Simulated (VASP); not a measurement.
Here is a VASP 6.6.1 calculation.

The input INCAR:

```
SYSTEM = Be2ZnSe3
PREC = Accurate
ENCUT = 520
EDIFF = 1E-6
ISMEAR = 0
SIGMA = 0.02
LREAL = .False.
LASPH = .True.
NELM = 80
ALGO = Normal
ISIF = 2
LWAVE = .False.
LCHARG = .False.
GGA = PE
NBANDS = 26
```

File KPOINTS:

```
regular mesh
0
Gamma
  12 12 4
  0 0 0
```

Contents of POSCAR:

```
Be2ZnSe3
1.0
    3.9193839882      0.0000000299      0.0000000000
   -1.9596920200      3.3942860860      0.0000000000
    0.0000000000      0.0000000000      9.6073826298
Be Zn Se
2 1 3
Direct
    0.0000000000      0.0000000000      0.0070863219
    0.6666666667      0.3333333333      0.3236495684
    0.3333333333      0.6666666667      0.6655548162
    0.0000000000      0.0000000000      0.7688042345
    0.3333333333      0.6666666667      0.4006755613
    0.6666666667      0.3333333333      0.0842294980
```

Potentials or basis: VASP PAW PBE potentials, release 64 (Be, Zn, Se).

The run is started by

```console
$ cat potpaw_PBE.64/Be/POTCAR potpaw_PBE.64/Zn/POTCAR potpaw_PBE.64/Se/POTCAR > POTCAR
$ mpirun -np 1 vasp_std > vasp.out
```

(1) Estimate the pressure.

(2) What does it give for the largest force?

Results:

(1) -5.2 GPa.

(2) 0.013 eV/Å.
